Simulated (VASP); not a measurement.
# ZnO (P6_3mc) in VASP: further runs, part 2 of 2

VASP 6.6.1. Earlier steps stand in the parts before.

## (4) Single point, RPBE+D4

The input, INCAR:

```
ALGO = Normal
EDIFF = 1E-6
ENCUT = 520
GGA = RP
ISIF = 2
ISMEAR = 0
IVDW = 13
LASPH = True
LCHARG = False
LREAL = False
LWAVE = False
NBANDS = 26
NELM = 80
PREC = Accurate
SIGMA = 0.05
```

The input, KPOINTS:

```
k-points
0
Gamma
  8 8 6
```

The input, POSCAR:

```
ZnO
1.0
    3.2419811861      0.0000000000      0.0000000000
   -1.6209905930      2.8076380657      0.0000000000
    0.0000000000      0.0000000000      5.2276401393
Zn O
2 2
Direct
    0.3333333333      0.6666666667      0.0014489168
    0.6666666667      0.3333333333      0.5014489168
    0.3333333333      0.6666666667      0.3806510832
    0.6666666667      0.3333333333      0.8806510832
```

Potentials or basis: VASP PAW PBE potentials, release 64 (Zn, O).

Started as:

```sh
$ cat potpaw_PBE.64/Zn/POTCAR potpaw_PBE.64/O/POTCAR > POTCAR
$ mpirun -np 1 vasp_std > vasp.out
```

OUTCAR:

```text
EDIFF = 1E-6
   ENCUT = 520
   GGA = RP
   ISIF = 2
   ISMEAR = 0
   IVDW = 13
   LASPH = True
   LREAL = False
   NELM = 80
   PREC = Accurate

 ion  position               nearest neighbor table
   1  0.333  0.667  0.001-   4 1.98   4 1.98   4 1.98   3 1.98
   2  0.667  0.333  0.501-   3 1.98   3 1.98   3 1.98   4 1.98
   3  0.333  0.667  0.381-   2 1.98   2 1.98   2 1.98   1 1.98
   4  0.667  0.333  0.881-   1 1.98   1 1.98   1 1.98   2 1.98

  LATTYP: Found a hexagonal cell.
 ALAT       =     3.2419811861
 C/A-ratio  =     1.6124831821

  Lattice vectors:

 A1 = (   3.2419811861,   0.0000000000,   0.0000000000)
 A2 = (  -1.6209905930,   2.8076380657,   0.0000000000)
 A3 = (   0.0000000000,   0.0000000000,   5.2276401393)

Analysis of symmetry for initial positions (statically):
=====================================================================
 Subroutine PRICEL returns:
 Original cell was already a primitive cell.

 Routine SETGRP: Setting up the symmetry group for a
 hexagonal supercell.

 Subroutine GETGRP returns: Found 12 space group operations
 (whereof  6 operations were pure point group operations)
 out of a pool of 24 trial point group operations.

The static configuration has the point symmetry C_3v.
 The point group associated with its full space group is C_6v.

Analysis of symmetry for dynamics (positions and initial velocities):
=====================================================================
 Subroutine PRICEL returns:
 Original cell was already a primitive cell.

 Routine SETGRP: Setting up the symmetry group for a
 hexagonal supercell.

 Subroutine GETGRP returns: Found 12 space group operations
 (whereof  6 operations were pure point group operations)
 out of a pool of 24 trial point group operations.

[... 121 lines left out ...]
   EFERMI_NEDOS =   21; number of points for ismear=-14 and -15
   IALGO  =     38    algorithm
   IMIX   =      4    mixing-type and parameters
     AMIX     =   0.40;   BMIX     =  1.00
     AMIX_MAG =   1.60;   BMIX_MAG =  1.00
  volume/ion in A,a.u.               =      11.90        80.28
  Fermi-wavevector in a.u.,A,eV,Ry     =   1.491729  2.818959 30.276433  2.225255
  Thomas-Fermi vector in A             =   2.604347
   LORBIT       =      0    0 simple, 1 ext, 2 COOP (PROOUT), +10 PAW based schemes
   GGA     = RP    functional components
   LHFCALC =     F    Hartree Fock is set to
   AEXX    =    0.0000 exact exchange contribution
   IVDW    =    13    specifies the selected vdW correction
   LEPSILON=     F    determine dielectric tensor
   LRPA    =     F    only Hartree local field effects (RPA)
 non-spin polarized calculation
 Gauss-broadening in eV      SIGMA  =   0.05
  energy-cutoff  :      520.00
  volume of cell :       47.58
 maximum number of plane-waves:      1300
   NGX = 13   NGY = 13   NGZ = 19

 number of electron      36.0000028 magnetization

 Free energy of the ion-electron system (eV)
  ---------------------------------------------------
  ext. energy  EPLUGINS =         0.00000000
  ---------------------------------------------------
  free energy    TOTEN  =       -16.25505826 eV

  energy without entropy =      -16.25505826  energy(sigma->0) =      -16.25505826

 E-fermi :   1.6384     XC(G=0): -10.6563

 val. band max:        1.3919873341   @ k =   0.0000   0.0000   0.0000
 cond. band min:       2.2636320379   @ k =   0.0000   0.0000   0.0000
 fundamental gap:      0.8716447037
 Fermi energy:         1.6384044998

 k-point     1 :       0.0000    0.0000    0.0000
  band No.  band energies     occupation
      1     -16.7915      2.00000
      2     -16.0858      2.00000
      3      -4.2944      2.00000
      4      -4.2944      2.00000
      5      -4.2484      2.00000
      6      -4.2215      2.00000
[... 685 lines left out ...]
     25      14.9877      0.00000
     26      15.3989      0.00000

 [... further k-points ...]

------------------------ aborting loop because EDIFF is reached ----------------------------------------

  DFT-D4 for vdW energy calculation

  Edisp (eV):   -2.03635

  FORCE on cell =-STRESS in cart. coord.  units (eV):
  Direction    XX          YY          ZZ          XY          YZ          ZX
  --------------------------------------------------------------------------------------
  -------------------------------------------------------------------------------------
  Total       0.91239     0.91239     0.92390     0.00000     0.00000     0.00000
  in kB      30.72090    30.72090    31.10860     0.00000     0.00000     0.00000
  external pressure =       30.85 kB  Pullay stress =        0.00 kB

 VOLUME and BASIS-vectors are now :
 -----------------------------------------------------------------------------
  energy-cutoff  :      520.00
  volume of cell :       47.58
      direct lattice vectors                 reciprocal lattice vectors
     3.241981186  0.000000000  0.000000000     0.308453363  0.178085632  0.000000000
    -1.620990593  2.807638066  0.000000000     0.000000000  0.356171264  0.000000000
     0.000000000  0.000000000  5.227640139     0.000000000  0.000000000  0.191290902

 POSITION                                       TOTAL-FORCE (eV/Angst)
 -----------------------------------------------------------------------------------
     -0.00000      1.87176      0.00757        -0.000000      0.000000     -0.002577
      1.62099      0.93588      2.62139         0.000000     -0.000000     -0.002577
     -0.00000      1.87176      1.98991        -0.000000      0.000000      0.002577
      1.62099      0.93588      4.60373         0.000000      0.000000      0.002577
 -----------------------------------------------------------------------------------
    total drift:                               -0.000001     -0.000001      0.002001

  FREE ENERGIE OF THE ION-ELECTRON SYSTEM (eV)
  ---------------------------------------------------
  free  energy   TOTEN  =       -18.2914110656 eV

  energy  without entropy=      -18.2914110656  energy(sigma->0) =      -18.29141107
```

stdout:

```text
POSCAR found type information on POSCAR ZnO
 POSCAR found :  2 types and       4 ions
 scaLAPACK will be used
 -----------------------------------------------------------------------------
|                                                                             |
|                                                                             |
|     You enforced a specific xc type in the INCAR file but a different       |
|     I HOPE YOU KNOW WHAT YOU ARE DOING!                                     |
|                                                                             |
 -----------------------------------------------------------------------------

 LDA part: xc-table for (Slater+PW92), standard interpolation
 POSCAR, INCAR and KPOINTS ok, starting setup
 FFT: planning ... GRIDC
 FFT: planning ... GRID_SOFT
 FFT: planning ... GRID
 WAVECAR not read
 entering main loop
```

It took 40 s on 1 thread of Intel Xeon Platinum 8259CL at 2.50GHz (Skylake/Cascade Lake), shared host; peak memory 0.18 GiB.

What came out:

* Free energy: -18.2914 eV
* Pressure: 3.1 GPa
* Band gap on the k mesh: 0.87 eV, direct
* Dispersion energy per atom: -0.509 eV

Forces on the atoms (eV/Å):
```
Zn   0.000  0.000 -0.003
Zn   0.000  0.000 -0.003
O    0.000  0.000  0.003
O    0.000  0.000  0.003
```

Levels at points of the mesh, in eV from the valence-band top:
```csv
k point,band 14,band 15,band 16,band 17,band 18,band 19,band 20,band 21,band 22,band 23
"(0.00, 0.00, 0.00)",-0.79,-0.79,-0.09,0.00,0.00,0.87,5.32,8.31,13.00,13.00
"(0.50, 0.00, 0.00)",-3.53,-2.81,-2.26,-1.28,-0.84,5.86,6.99,7.69,8.60,10.69
"(0.00, 0.00, 0.50)",-2.23,-0.39,-0.39,-0.39,-0.39,3.53,3.53,10.18,10.18,13.29
"(0.50, 0.00, 0.50)",-3.74,-1.50,-1.50,-1.37,-1.37,5.81,5.81,8.53,8.53,11.41
```

Caveat: the PAW data sets were made with another functional, which shifts forces and pressure a little. Expect the measured gap to be larger: semilocal functionals such as RPBE lack the derivative discontinuity.

## (5) Single point, RPBE+D4 (volume scaled by 0.98)

The input, INCAR:

```
SYSTEM = ZnO
PREC     = Accurate       ! precision mode
ENCUT    = 520            ! plane-wave cutoff, eV
EDIFF    = 1E-7           ! SCF threshold, eV
ISMEAR   = 0              ! smearing method
SIGMA    = 0.05           ! smearing width, eV
LREAL    = .FALSE.        ! projectors in reciprocal space
LASPH    = .TRUE.         ! aspherical terms in the spheres
NELM     = 60             ! most SCF steps
ALGO     = Normal         ! electronic algorithm
ISIF     = 2              ! what is computed and relaxed
LWAVE    = .FALSE.        ! write WAVECAR
LCHARG   = .FALSE.        ! write CHGCAR
GGA      = RP             ! functional
IVDW     = 13             ! dispersion correction
NBANDS   = 26             ! bands
```

The input, KPOINTS:

```
regular mesh
0
G
  8 8 6
  0 0 0
```

The input, POSCAR:

```
ZnO
1.0
    3.2353001234      0.0000000000      0.0000000000
   -1.6176500617      2.8018520957      0.0000000000
    0.0000000000      0.0000000000      5.2168670380
Zn O
2 2
Direct
    0.3333333333      0.6666666667      0.0014489168
    0.6666666667      0.3333333333      0.5014489168
    0.3333333333      0.6666666667      0.3806510832
    0.6666666667      0.3333333333      0.8806510832
```

Potentials or basis: VASP PAW PBE potentials, release 64 (Zn, O).

Started as:

```sh
$ cat potpaw_PBE.64/Zn/POTCAR potpaw_PBE.64/O/POTCAR > POTCAR
$ mpirun -np 1 vasp_std > vasp.out
```

OUTCAR:

```text
SYSTEM = ZnO
   PREC = Accurate
   ENCUT = 520
   EDIFF = 1E-7
   ISMEAR = 0
   LREAL = .FALSE.
   LASPH = .TRUE.
   NELM = 60
   ISIF = 2
   GGA = RP
   IVDW = 13

 ion  position               nearest neighbor table
   1  0.333  0.667  0.001-   4 1.97   4 1.97   4 1.97   3 1.98
   2  0.667  0.333  0.501-   3 1.97   3 1.97   3 1.97   4 1.98
   3  0.333  0.667  0.381-   2 1.97   2 1.97   2 1.97   1 1.98
   4  0.667  0.333  0.881-   1 1.97   1 1.97   1 1.97   2 1.98

  LATTYP: Found a hexagonal cell.
 ALAT       =     3.2353001234
[... 899 lines left out ...]
  FORCE on cell =-STRESS in cart. coord.  units (eV):
  Direction    XX          YY          ZZ          XY          YZ          ZX
  --------------------------------------------------------------------------------------
  -------------------------------------------------------------------------------------
  Total       1.14993     1.14993     1.15990    -0.00000    -0.00000     0.00000
  in kB      38.95942    38.95942    39.29730    -0.00000    -0.00000     0.00000
  external pressure =       39.07 kB  Pullay stress =        0.00 kB

 VOLUME and BASIS-vectors are now :
 -----------------------------------------------------------------------------
  energy-cutoff  :      520.00
  volume of cell :       47.29
      direct lattice vectors                 reciprocal lattice vectors
     3.235300123  0.000000000  0.000000000     0.309090335  0.178453388  0.000000000
    -1.617650062  2.801852096  0.000000000     0.000000000  0.356906777  0.000000000
     0.000000000  0.000000000  5.216867038     0.000000000  0.000000000  0.191685928

 POSITION                                       TOTAL-FORCE (eV/Angst)
 -----------------------------------------------------------------------------------
     -0.00000      1.86790      0.00756        -0.000000      0.000000     -0.002120
      1.61765      0.93395      2.61599         0.000000     -0.000000     -0.002120
     -0.00000      1.86790      1.98581         0.000000      0.000000      0.002120
      1.61765      0.93395      4.59424        -0.000000     -0.000000      0.002120
 -----------------------------------------------------------------------------------
    total drift:                               -0.000000     -0.000000      0.002597

  FREE ENERGIE OF THE ION-ELECTRON SYSTEM (eV)
  ---------------------------------------------------
  free  energy   TOTEN  =       -18.2848192011 eV

  energy  without entropy=      -18.2848192011  energy(sigma->0) =      -18.28481920
```

OSZICAR:

```text
N       E                     dE             d eps       ncg     rms          rms(c)
DAV:   1     0.301648908045E+03    0.30165E+03   -0.18305E+04  2104   0.204E+03
DAV:   2     0.122484137479E+02   -0.28940E+03   -0.27209E+03  2214   0.416E+02
DAV:   3    -0.189024036532E+02   -0.31151E+02   -0.30749E+02  2324   0.140E+02
DAV:   4    -0.194939961154E+02   -0.59159E+00   -0.59039E+00  2322   0.195E+01
DAV:   5    -0.194970256333E+02   -0.30295E-02   -0.30294E-02  2244   0.144E+00    0.151E+01
DAV:   6    -0.160261146981E+02    0.34709E+01   -0.65791E+00  3218   0.602E+01    0.917E+00
DAV:   7    -0.162544903004E+02   -0.22838E+00   -0.29921E+00  2130   0.169E+01    0.544E+00
DAV:   8    -0.162774710253E+02   -0.22981E-01   -0.44180E-01  3064   0.757E+00    0.159E+00
DAV:   9    -0.162309262755E+02    0.46545E-01   -0.10155E-01  3028   0.646E+00    0.263E-01
DAV:  10    -0.162339993564E+02   -0.30731E-02   -0.36279E-02  2112   0.135E+00    0.164E-01
DAV:  11    -0.162342216369E+02   -0.22228E-03   -0.69693E-04  2204   0.311E-01    0.647E-02
DAV:  12    -0.162342873043E+02   -0.65667E-04   -0.21336E-04  2468   0.354E-01    0.309E-02
DAV:  13    -0.162343100993E+02   -0.22795E-04   -0.79700E-05  2232   0.145E-01    0.228E-02
DAV:  14    -0.162343044356E+02    0.56637E-05   -0.26776E-05  2436   0.540E-02    0.199E-03
DAV:  15    -0.162343046600E+02   -0.22440E-06   -0.58292E-06  2182   0.232E-02    0.389E-03
DAV:  16    -0.162343044461E+02    0.21390E-06   -0.37493E-07  2104   0.655E-03    0.129E-03
DAV:  17    -0.162343044097E+02    0.36389E-07   -0.73399E-08  1480   0.398E-03
   1 F= -.18284819E+02 E0= -.18284819E+02  d E =-.182161E-14
```

Wall time 55 s (1 thread of Intel Xeon Platinum 8259CL at 2.50GHz (Skylake/Cascade Lake), shared host); peak memory 0.18 GiB.

What came out:

```yaml
Free_energy: -18.2848 eV
Pressure: 3.9 GPa
Band_gap_on_the_k_mesh: 0.88 eV, direct
Dispersion_energy_per_atom: -0.513 eV
```

Forces on the atoms (eV/Å):
```
Zn   0.000  0.000 -0.002
Zn   0.000  0.000 -0.002
O    0.000  0.000  0.002
O    0.000  0.000  0.002
```

Levels at points of the mesh, in eV from the valence-band top:
```csv
k point,band 16,band 17,band 18,band 19,band 20,band 21
"(0.00, 0.00, 0.00)",-0.09,0.00,0.00,0.88,5.35,8.33
"(0.50, 0.00, 0.00)",-2.28,-1.29,-0.84,5.89,7.00,7.70
"(0.00, 0.00, 0.50)",-0.40,-0.40,-0.40,3.54,3.54,10.20
"(0.50, 0.00, 0.50)",-1.52,-1.38,-1.38,5.82,5.82,8.56
```

Caveat: the PAW data sets were made with another functional, which shifts forces and pressure a little.

## (6) The runs side by side

```csv
level,cell,gap on the mesh (eV),pressure (GPa)
PBE,"a = 3.242, b = 3.242, c = 5.228 Å, angles 90.0, 90.0, 120.0°, 4 atoms",0.78,6.0
RPBE,"a = 3.242, b = 3.242, c = 5.228 Å, angles 90.0, 90.0, 120.0°, 4 atoms",0.87,10.8
RPBE+D4,"a = 3.242, b = 3.242, c = 5.228 Å, angles 90.0, 90.0, 120.0°, 4 atoms",0.87,3.1
RPBE+D4,"a = 3.235, b = 3.235, c = 5.217 Å, angles 90.0, 90.0, 120.0°, 4 atoms",0.88,3.9
```

Alike in all rows: task single point; potentials or basis VASP PAW PBE potentials, release 64 (Zn, O); no spin polarisation; k mesh 8 × 8 × 6; cutoff (eV) 520; smearing gaussian 0.05 eV.

On the cell as given the gap runs from 0.78 eV (PBE) to 0.87 eV (RPBE). The pressure there spans 3.1 GPa (RPBE+D4) to 10.8 GPa (RPBE); a positive pressure means that this level wants a larger cell, a negative one a smaller.

Caveats: the PAW data sets were made with another functional, which shifts forces and pressure a little (some runs).

Total energies depend on the potentials used, so only differences within one code and one set of settings carry meaning.
